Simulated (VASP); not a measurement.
Runs of VASP 6.6.1 on V. The structure is that of space group P6/mmm (No. 191), or close to it. The cells are those of the table. This isn't the form of V at room conditions, which is bcc.

```csv
spin,cell,k mesh,smearing,gap on the mesh (eV),pressure (GPa),moment (μB)
"collinear, ferromagnetic start","a = 4.512, b = 4.512, c = 2.418 Å, angles 90.0, 90.0, 120.0°, 3 atoms",9 × 9 × 15,fermi-dirac 0.05 eV,none,-6.4,0.00
"collinear, ferromagnetic start","a = 4.331, b = 4.331, c = 2.321 Å, angles 90.0, 90.0, 120.0°, 3 atoms",11 × 11 × 17,fermi-dirac 0.05 eV,none,(a),0.00
"collinear, ferromagnetic start","a = 4.569, b = 4.569, c = 2.449 Å, angles 90.0, 90.0, 120.0°, 3 atoms",9 × 9 × 15,fermi-dirac 0.05 eV,none,-11.6,0.00
off,"a = 4.624, b = 4.624, c = 2.482 Å, angles 90.0, 90.0, 120.0°, 3 atoms",11 × 11 × 17,fermi-dirac 0.1 eV,none,-15.7,-
```

Alike in all rows: task single point; level PBE; potentials or basis VASP PAW PBE potentials, release 64 (V_sv); cutoff (eV) 520.

**Question.** Estimate the missing entries.

**Answer.** (a) 17.5.

Caveats: the cell stands under tension (at least some runs); the cell stands under pressure (at least some runs).

A gap of «none» marks levels without a gap at the run's occupations.
